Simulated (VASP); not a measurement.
# KF (Carobbiite) (Fm-3m) in VASP: further runs

The runs below take KF (Carobbiite) through single point, with PBE.

Program: VASP 6.6.1. These are calculated values, not measurements. Logs are shortened: lines on timing, memory, paths and dates and some standing lists are left out, and cuts for length are marked.

**1. The cell of the first run**

The structure is cubic, space group Fm-3m (No. 225). The conventional cell has a = 5.308 Å, b = 5.308 Å, c = 5.308 Å, α = 90.00°, β = 90.00°, γ = 90.00°. Within 3.5 Å of K (site symmetry m-3m) lie 6 F at 2.65 Å. Within 3.5 Å of F (site symmetry m-3m) lie 6 K at 2.65 Å.

**2. Single point, PBE (volume changed by -6%)**

INCAR reads:

```
SYSTEM = KF
PREC = Accurate
ENCUT = 520
EDIFF = 1E-6
ISMEAR = 0
SIGMA = 0.01
LREAL = .FALSE.
LASPH = .TRUE.
NELM = 80
ALGO = Normal
ISIF = 2
LWAVE = .FALSE.
LCHARG = .FALSE.
GGA = PE
NBANDS = 15
```

KPOINTS reads:

```
regular mesh
0
G
  6 6 6
  0 0 0
```

POSCAR reads:

```
KF
1.0
    0.0000000000      2.6540577212      2.6540577212
    2.6540577212      0.0000000000      2.6540577212
    2.6540577212      2.6540577212      0.0000000000
K F
1 1
Direct
    0.0000000000      0.0000000000      0.0000000000
    0.5000000000      0.5000000000      0.5000000000
```

Potentials or basis: VASP PAW PBE potentials, release 64 (K_sv, F).

Started as:

```sh
$ cat potpaw_PBE.64/K_sv/POTCAR potpaw_PBE.64/F/POTCAR > POTCAR
$ mpirun -np 1 vasp_std > vasp.out
```

OUTCAR:

```text
SYSTEM = KF
   PREC = Accurate
   ENCUT = 520
   EDIFF = 1E-6
   ISMEAR = 0
   LREAL = .FALSE.
   LASPH = .TRUE.
   NELM = 80
   ISIF = 2
   GGA = PE

 ion  position               nearest neighbor table
   1  0.000  0.000  0.000-   2 2.65   2 2.65   2 2.65   2 2.65   2 2.65   2 2.65
   2  0.500  0.500  0.500-   1 2.65   1 2.65   1 2.65   1 2.65   1 2.65   1 2.65

  LATTYP: Found a face centered cubic cell.
 ALAT       =     5.3081154424

  Lattice vectors:

 A1 = (   0.0000000000,   2.6540577212,   2.6540577212)
 A2 = (   2.6540577212,   0.0000000000,   2.6540577212)
 A3 = (   2.6540577212,   2.6540577212,   0.0000000000)

Analysis of symmetry for initial positions (statically):
=====================================================================
 Subroutine PRICEL returns:
 Original cell was already a primitive cell.

 Routine SETGRP: Setting up the symmetry group for a
 face centered cubic supercell.

 Subroutine GETGRP returns: Found 48 space group operations
 (whereof 48 operations were pure point group operations)
 out of a pool of 48 trial point group operations.

The static configuration has the point symmetry O_h .

Analysis of symmetry for dynamics (positions and initial velocities):
=====================================================================
 Subroutine PRICEL returns:
 Original cell was already a primitive cell.

 Routine SETGRP: Setting up the symmetry group for a
 face centered cubic supercell.

 Subroutine GETGRP returns: Found 48 space group operations
 (whereof 48 operations were pure point group operations)
 out of a pool of 48 trial point group operations.

The dynamic configuration has the point symmetry O_h .

 Subroutine INISYM returns: Found 48 space group operations
 (whereof 48 operations are pure point group operations),
 and found     1 'primitive' translations

----------------------------------------------------------------------------------------

                                     Primitive cell

  volume of cell :      37.3905

  direct lattice vectors                    reciprocal lattice vectors
     0.000000000  2.654057721  2.654057721    -0.188390778  0.188390778  0.188390778
     2.654057721  0.000000000  2.654057721     0.188390778 -0.188390778  0.188390778
     2.654057721  2.654057721  0.000000000     0.188390778  0.188390778 -0.188390778

  length of vectors
     3.753404425  3.753404425  3.753404425     0.326302400  0.326302400  0.326302400

  position of ions in fractional coordinates (direct lattice)
     0.000000000  0.000000000  0.000000000
     0.500000000  0.500000000  0.500000000

  ion indices of the primitive-cell ions
   primitive index   ion index
                 1           1
                 2           2

----------------------------------------------------------------------------------------

 KPOINTS: regular mesh

Automatic generation of k-mesh.
 Grid dimensions read from file:
 generate k-points for:    6    6    6

 Generating k-lattice:

  Cartesian coordinates                     Fractional coordinates (reciprocal lattice)
    -0.031398463  0.031398463  0.031398463     0.166666667  0.000000000  0.000000000
     0.031398463 -0.031398463  0.031398463     0.000000000  0.166666667  0.000000000
     0.031398463  0.031398463 -0.031398463     0.000000000  0.000000000  0.166666667

  Length of vectors
     0.054383733  0.054383733  0.054383733

  Shift w.r.t. Gamma in fractional coordinates (k-lattice)
     0.000000000  0.000000000  0.000000000

 Subroutine IBZKPT returns following result:
 ===========================================

 Found     16 irreducible k-points:

 Following reciprocal coordinates:
            Coordinates               Weight
  0.000000  0.000000  0.000000      1.000000
  0.166667  0.000000  0.000000      8.000000
  0.333333  0.000000  0.000000      8.000000
  0.500000  0.000000  0.000000      4.000000
  0.166667  0.166667  0.000000      6.000000
  0.333333  0.166667  0.000000     24.000000
[... 8 lines left out ...]
 -0.333333  0.333333  0.166667     24.000000
 -0.333333  0.500000  0.166667     12.000000
   k-points           NKPTS =     16   k-points in BZ     NKDIM =     16   number of bands    NBANDS=     15
   number of dos      NEDOS =    301   number of ions     NIONS =      2
   total plane-waves  NPLWV =  21952
   dimension x,y,z NGX =    28 NGY =   28 NGZ =   28
   dimension x,y,z NGXF=    56 NGYF=   56 NGZF=   56
   ions per type =               1   1
   NGX,Y,Z   is equivalent  to a cutoff of  12.40, 12.40, 12.40 a.u.
   NGXF,Y,Z  is equivalent  to a cutoff of  24.80, 24.80, 24.80 a.u.
 SYSTEM =  KF
   PREC   = accura    normal or accurate (medium, high low for compatibility)
   ISTART =      0    job   : 0-new  1-cont  2-samecut
   ICHARG =      2    charge: 1-file 2-atom 10-const
   ISPIN  =      1    spin polarized calculation?
   LNONCOLLINEAR =      F non collinear calculations
   LSORBIT =      F    spin-orbit coupling
   LASPH  =      T    aspherical Exc in radial PAW
   ENCUT  =  520.0 eV  38.22 Ry    6.18 a.u.   6.98  6.98  6.98*2*pi/ulx,y,z
   NELM   =     80;   NELMIN=  2; NELMDL= -5     # of ELM steps
   EDIFF  = 0.1E-05   stopping-criterion for ELM
   LREAL  =      F    real-space projection
   EDIFFG = 0.1E-04   stopping-criterion for IOM
   NSW    =      0    number of steps for IOM
   IBRION =     -1    ionic relax: 0-MD 1-quasi-New 2-CG
   NFREE  =      0    steps in history (QN), initial steepest desc. (CG)
   ISIF   =      2    stress and relaxation
   ISYM   =      2    0-nonsym 1-usesym 2-fastsym
   POTIM  = 0.5000    time-step for ionic-motion
   TEBEG  =    0.0;   TEEND  =   0.0 temperature during run
   PSTRESS=    0.0 pullay stress
   NELECT =      16.0000    total number of electrons
   NUPDOWN=      -1.0000    fix difference up-down
   EMIN   =  10.00;   EMAX   =-10.00  energy-range for DOS
   EFERMI =   0.00;   METHOD = LEGACY
   ISMEAR =     0;   SIGMA  =   0.01  broadening in eV -4-tet -1-fermi 0-gaus
   EFERMI_NEDOS =   21; number of points for ismear=-14 and -15
   IALGO  =     38    algorithm
   IMIX   =      4    mixing-type and parameters
     AMIX     =   0.40;   BMIX     =  1.00
     AMIX_MAG =   1.60;   BMIX_MAG =  1.00
  volume/ion in A,a.u.               =      18.70       126.16
  Fermi-wavevector in a.u.,A,eV,Ry     =   1.233657  2.331274 20.706840  1.521910
  Thomas-Fermi vector in A             =   2.368379
   LORBIT       =      0    0 simple, 1 ext, 2 COOP (PROOUT), +10 PAW based schemes
   GGA     = PE    functional components
   LHFCALC =     F    Hartree Fock is set to
   AEXX    =    0.0000 exact exchange contribution
   IVDW    =     0    specifies the selected vdW correction
   LEPSILON=     F    determine dielectric tensor
   LRPA    =     F    only Hartree local field effects (RPA)
 non-spin polarized calculation
 Gauss-broadening in eV      SIGMA  =   0.01
  energy-cutoff  :      520.00
  volume of cell :       37.39
 maximum number of plane-waves:      1018
   NGX = 13   NGY = 13   NGZ = 13

 number of electron      16.0000012 magnetization

 Free energy of the ion-electron system (eV)
  ---------------------------------------------------
  ext. energy  EPLUGINS =         0.00000000
  ---------------------------------------------------
  free energy    TOTEN  =        -8.28068173 eV

  energy without entropy =       -8.28068173  energy(sigma->0) =       -8.28068173

 E-fermi :  -2.5891     XC(G=0):  -8.4952

 val. band max:       -2.7499125922   @ k =   0.0000   0.0000   0.0000
 cond. band min:       3.5219503828   @ k =   0.0000   0.0000   0.0000
 fundamental gap:      6.2718629749
 Fermi energy:        -2.5891443713

 k-point     1 :       0.0000    0.0000    0.0000
  band No.  band energies     occupation
      1     -28.8326      2.00000
      2     -21.4169      2.00000
      3     -12.0679      2.00000
      4     -12.0679      2.00000
      5     -12.0679      2.00000
      6      -2.7499      2.00000
      7      -2.7499      2.00000
      8      -2.7499      2.00000
      9       3.5220      0.00000
     10       7.9849      0.00000
     11       7.9849      0.00000
     12       7.9849      0.00000
     13       9.6836      0.00000
     14       9.6836      0.00000
     15      14.3229      0.00000

 k-point     2 :       0.1667    0.0000    0.0000
  band No.  band energies     occupation
      1     -28.8069      2.00000
      2     -21.4415      2.00000
      3     -12.1404      2.00000
      4     -12.0775      2.00000
      5     -12.0775      2.00000
      6      -2.9889      2.00000
      7      -2.8439      2.00000
      8      -2.8438      2.00000
      9       4.2773      0.00000
     10       7.6038      0.00000
     11       8.3535      0.00000
     12       8.3535      0.00000
     13       9.9509      0.00000
     14       9.9509      0.00000
     15      15.5532      0.00000

 k-point     3 :       0.3333    0.0000    0.0000
  band No.  band energies     occupation
      1     -28.7548      2.00000
      2     -21.4909      2.00000
      3     -12.2832      2.00000
      4     -12.0964      2.00000
      5     -12.0964      2.00000
      6      -3.3897      2.00000
      7      -3.0255      2.00000
      8      -3.0255      2.00000
      9       5.8343      0.00000
     10       7.4214      0.00000
     11       9.0936      0.00000
     12       9.0936      0.00000
     13      10.8011      0.00000
     14      10.8011      0.00000
     15      15.2346      0.00000

 k-point     4 :       0.5000    0.0000    0.0000
  band No.  band energies     occupation
      1     -28.7283      2.00000
      2     -21.5159      2.00000
      3     -12.3535      2.00000
      4     -12.1057      2.00000
      5     -12.1057      2.00000
      6      -3.5647      2.00000
      7      -3.1134      2.00000
      8      -3.1134      2.00000
      9       6.4024      0.00000
     10       8.0069      0.00000
     11       9.4176      0.00000
     12       9.4176      0.00000
     13      11.6839      0.00000
     14      11.6839      0.00000
     15      13.6116      0.00000
[... 163 lines left out ...]
 k-point    14 :       0.5000    0.3333    0.1667
  band No.  band energies     occupation
      1     -28.7253      2.00000
      2     -21.4758      2.00000
      3     -12.3783      2.00000
      4     -12.3210      2.00000
      5     -12.1524      2.00000
      6      -3.2576      2.00000
      7      -3.0305      2.00000
      8      -2.8602      2.00000
      9       6.5717      0.00000
     10       6.7688      0.00000
     11       9.0490      0.00000
     12      10.2827      0.00000
     13      10.6663      0.00000
     14      11.8604      0.00000
     15      13.7691      0.00000

 k-point    15 :      -0.3333    0.3333    0.1667
  band No.  band energies     occupation
      1     -28.7092      2.00000
      2     -21.4782      2.00000
      3     -12.4402      2.00000
      4     -12.3896      2.00000
      5     -12.1531      2.00000
      6      -3.2406      2.00000
      7      -2.9822      2.00000
      8      -2.9595      2.00000
      9       6.8906      0.00000
     10       7.2318      0.00000
     11       8.8026      0.00000
     12      10.5653      0.00000
     13      11.1919      0.00000
     14      12.4520      0.00000
     15      12.9394      0.00000

 k-point    16 :      -0.3333    0.5000    0.1667
  band No.  band energies     occupation
      1     -28.7036      2.00000
      2     -21.4588      2.00000
      3     -12.5708      2.00000
      4     -12.3863      2.00000
      5     -12.1920      2.00000
      6      -3.0792      2.00000
      7      -2.9368      2.00000
      8      -2.8648      2.00000
      9       6.2340      0.00000
     10       7.9742      0.00000
     11       8.3070      0.00000
     12      10.9050      0.00000
     13      11.6102      0.00000
     14      12.5226      0.00000
     15      12.7527      0.00000

------------------------ aborting loop because EDIFF is reached ----------------------------------------

  FORCE on cell =-STRESS in cart. coord.  units (eV):
  Direction    XX          YY          ZZ          XY          YZ          ZX
  --------------------------------------------------------------------------------------
  -------------------------------------------------------------------------------------
  Total        0.5099604      0.5099604      0.5099604      0.0000000      0.0000000      0.0000000
  in kB       21.8517381     21.8517381     21.8517381      0.0000000      0.0000000      0.0000000
  external PRESSURE =      21.8517381 kB  Pullay stress =       0.0000000 kB

 VOLUME and BASIS-vectors are now :
 -----------------------------------------------------------------------------
  energy-cutoff  :      520.00
  volume of cell :       37.39
      direct lattice vectors                 reciprocal lattice vectors
     0.000000000  2.654057721  2.654057721    -0.188390778  0.188390778  0.188390778
     2.654057721  0.000000000  2.654057721     0.188390778 -0.188390778  0.188390778
     2.654057721  2.654057721  0.000000000     0.188390778  0.188390778 -0.188390778

 POSITION                                       TOTAL-FORCE (eV/Angst)
 -----------------------------------------------------------------------------------
      0.00000      0.00000      0.00000        -0.000000     -0.000000     -0.000000
      2.65406      2.65406      2.65406         0.000000      0.000000      0.000000
 -----------------------------------------------------------------------------------
    total drift:                                0.000000      0.000000      0.000000

  FREE ENERGIE OF THE ION-ELECTRON SYSTEM (eV)
  ---------------------------------------------------
  free  energy   TOTEN  =        -8.2806817269 eV

  energy  without entropy=       -8.2806817269  energy(sigma->0) =       -8.28068173
```

It took 4.4 s on 1 thread of AMD EPYC 9R45 (Zen 5), shared host; peak memory 0.12 GiB.

What came out:

```yaml
Free_energy: -8.2807 eV
Pressure: 2.2 GPa
Band_gap_on_the_k_mesh: 6.27 eV, direct
```

Levels at points of the mesh, in eV from the valence-band top:
```
           k point  band 4  band 5  band 6  band 7  band 8  band 9  band 10  band 11  band 12  band 13
(0.00, 0.00, 0.00)   -9.32   -9.32    0.00    0.00    0.00    6.27    10.73    10.73    10.73    12.43
(0.50, 0.00, 0.00)   -9.36   -9.36   -0.81   -0.36   -0.36    9.15    10.76    12.17    12.17    14.43
(0.50, 0.50, 0.00)   -9.54   -9.54   -0.20   -0.05   -0.05    8.22    10.42    11.97    13.72    14.35
```

Caveat: the cell differs from its parent crystal (volume changed by -6%).

**3. Single point, PBE**

This run uses another cell than the first one, of 19.89 Å³/atom, 1.064 times its volume.

INCAR reads:

```
PREC = Accurate ; ENCUT = 520
EDIFF = 1E-7 ; ISMEAR = 0
SIGMA = 0.01 ; LREAL = False
LASPH = True ; NELM = 60
ALGO = Normal ; ISIF = 2
LWAVE = False ; LCHARG = False
GGA = PE ; NBANDS = 15
```

KPOINTS reads:

```
regular mesh
0
Gamma
  6 6 6
```

POSCAR reads:

```
KF
1.0
    0.0000000000      2.7093664331      2.7093664331
    2.7093664331      0.0000000000      2.7093664331
    2.7093664331      2.7093664331      0.0000000000
K F
1 1
Direct
    0.0000000000      0.0000000000      0.0000000000
    0.5000000000      0.5000000000      0.5000000000
```

Potentials or basis: VASP PAW PBE potentials, release 64 (K_sv, F).

Started as:

```sh
$ cat potpaw_PBE.64/K_sv/POTCAR potpaw_PBE.64/F/POTCAR > POTCAR
$ mpirun -np 1 vasp_std > vasp.out
```

It took 4.8 s on 1 thread of AMD EPYC 9R45 (Zen 5), shared host; peak memory 0.12 GiB.

It converged, with:

* Free energy: -8.2992 eV
* Pressure: 0.0 GPa
* Band gap on the k mesh: 5.95 eV, direct

Levels at points of the mesh, in eV from the valence-band top:
```csv
k point,band 6,band 7,band 8,band 9,band 10,band 11
"(0.00, 0.00, 0.00)",0.00,0.00,0.00,5.95,10.56,10.56
"(0.50, 0.00, 0.00)",-0.75,-0.31,-0.31,8.89,10.30,11.87
"(0.50, 0.50, 0.00)",-0.23,-0.06,-0.06,8.16,10.07,11.48
```

[end of part 1 of 2]
